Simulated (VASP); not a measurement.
## Ba: electric field gradients with PBE

The system is Ba.

```
CELL_PARAMETERS angstrom
-2.48322 2.48322 2.48322
2.48322 -2.48322 2.48322
2.48322 2.48322 -2.48322
ATOMIC_POSITIONS crystal
Ba 0.00000 0.00000 0.00000
```

This cell differs from its parent crystal: volume scaled by 0.98.

```yaml
Program: VASP 6.6.1
Task: electric field gradients
Functional: PBE
Potentials_or_basis: VASP PAW PBE potentials, release 64 (Ba_sv)
Cutoff: 520 eV
k_mesh: 10 × 10 × 10
Occupations: fermi-dirac, width 0.05 eV
Spin: no spin polarisation
Dipole_correction: no
Further_INCAR_settings: ALGO = Normal; EDIFF = 1e-08; NBANDS = 11
```

| Quantity | Value |
| --- | --- |
| Pressure | 0.4 GPa |
| Band gap on the k mesh | zero (band 5 reaches 2.09 eV, above the bottom of band 6 at 1.16 eV) |

Levels at points of the mesh, in eV from the Fermi level:
| k point | band 1 | band 2 | band 3 | band 4 | band 5 | band 6 | band 7 | band 8 | band 9 | band 10 |
| --- | --- | --- | --- | --- | --- | --- | --- | --- | --- | --- |
| (0.00, 0.00, 0.00) | -28.82 | -13.76 | -13.76 | -13.76 | -2.75 | 1.88 | 1.88 | 1.88 | 3.31 | 3.31 |
| (0.50, 0.00, 0.00) | -28.77 | -14.26 | -13.92 | -13.76 | -0.90 | 0.70 | 1.35 | 3.30 | 3.89 | 5.39 |
| (0.50, 0.50, 0.50) | -28.74 | -14.10 | -14.10 | -14.10 | -0.57 | -0.57 | 4.51 | 4.51 | 4.51 | 4.87 |

It took 23 s on 1 thread of Intel Xeon 6975P-C, with other jobs on the host, peak memory 0.19 GiB.

Caveat: without QUAD_EFG the Cq values of the log hold for a quadrupole moment of 1 mb, not for the nuclei; spin-orbit coupling is left out, which moves the levels of the heavy elements.
